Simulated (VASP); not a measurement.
# Ti12B24F (a cell with a defect) (F interstitial hop): single point with PBE

Crystal: Ti12B24F (a cell with a defect) (F interstitial hop).

```
Ti B F
1.0
     6.06350    0.00000    0.00000
    -4.54763    7.87672    0.00000
     0.00000    0.00000    6.44836
Ti B F
12 24 1
Cartesian
  -0.1290 -0.2257 0.0009
  -0.0704 -0.0815 3.2254
  -1.5921 2.7550 0.0014
  -1.5694 2.6570 3.2249
  -3.0142 5.2590 0.0007
  -3.0234 5.2658 3.2261
  2.9997 -0.0233 0.0012
  2.9909 -0.0613 3.2249
  1.6580 2.7907 0.0015
  1.5358 2.7309 3.2252
  -0.0270 5.1846 0.0015
  -0.0208 5.2436 3.2250
  0.0043 1.6835 1.9956
  1.5332 0.9257 1.7744
  0.0044 1.6839 4.4527
  1.5332 0.9252 4.6744
  -1.5033 4.3317 1.6413
  -0.0007 3.5598 1.6845
  -1.5036 4.3312 4.8087
  -0.0009 3.5598 4.7651
  -3.0334 6.9666 1.6168
  -1.5400 6.1845 1.6180
  -3.0337 6.9670 4.8334
  -1.5403 6.1844 4.8321
  3.0307 1.6852 1.6593
  4.5185 0.9097 1.7073
  3.0304 1.6854 4.7910
  4.5180 0.9090 4.7423
  1.5253 4.3350 1.6416
  3.0372 3.5588 1.6143
  1.5252 4.3346 4.8088
  3.0368 3.5583 4.8362
  -0.0122 6.9456 1.6136
  1.4953 6.1652 1.6318
  -0.0122 6.9454 4.8366
  1.4953 6.1649 4.8190
  0.1195 1.6473 -0.0025
```

```yaml
Program: VASP 6.6.1
Task: single point
Functional: PBE
Potentials_or_basis: VASP PAW PBE potentials, release 64 (Ti_sv, B, F)
Cutoff: 520 eV
k_mesh: 1 × 1 × 1
Occupations: methfessel-paxton, width 0.1 eV
Spin: no spin polarisation
Dipole_correction: no
Further_INCAR_settings: LREAL = Auto; ALGO = Normal; EDIFF = 1e-06; NBANDS = 136
```

- Pressure: 12.7 GPa
- Largest force: 0.086 eV/Å

Forces on the atoms (eV/Å):
```
Ti  -0.005 -0.085  0.010
Ti   0.015 -0.011 -0.001
Ti  -0.025  0.011  0.003
Ti  -0.018  0.013  0.000
Ti   0.003 -0.002  0.002
Ti   0.004  0.000 -0.010
Ti  -0.001  0.011 -0.010
Ti   0.002  0.002 -0.001
Ti   0.057  0.046  0.005
Ti   0.009 -0.001 -0.002
Ti   0.001  0.010 -0.007
Ti   0.004  0.016  0.005
B    0.002  0.004 -0.003
B   -0.007 -0.009  0.002
B   -0.001  0.001  0.003
B    0.002 -0.007 -0.002
B   -0.002  0.008  0.002
B   -0.003 -0.014 -0.002
B   -0.001  0.011 -0.001
B   -0.002 -0.005  0.003
B   -0.007  0.009  0.001
B    0.000 -0.013  0.002
B    0.000  0.008  0.002
B    0.003 -0.009  0.002
B   -0.004  0.012  0.000
B    0.002 -0.011 -0.001
B   -0.002  0.005 -0.001
B   -0.003 -0.006  0.000
B    0.001  0.007 -0.002
B   -0.008 -0.009  0.003
B    0.001  0.013  0.001
B   -0.001 -0.009 -0.004
B    0.001  0.005  0.006
B    0.003 -0.012  0.001
B   -0.006  0.001 -0.007
B    0.001 -0.014 -0.006
F   -0.015  0.024  0.007
```

Stress tensor (GPa, compression positive):
```
13.58  1.83  0.00
 1.83 12.20  0.01
 0.00  0.01 12.28
```

Levels at points of the mesh, in eV from the Fermi level:
| k point | band 109 | band 110 | band 111 | band 112 | band 113 | band 114 | band 115 | band 116 |
| --- | --- | --- | --- | --- | --- | --- | --- | --- |
| (0.00, 0.00, 0.00) | -0.80 | -0.59 | -0.46 | 0.00 | 0.22 | 0.31 | 0.54 | 0.60 |

It took 85 s on 1 thread of Intel(R) Xeon(R) 6975P-C (Granite Rapids), with other jobs on the host, peak memory 0.37 GiB.

Caveat: the k points lie up to 1.20 Å⁻¹ apart; an odd number of electrons without spin polarisation forces a metal; a magnetic or distorted state may lie lower.
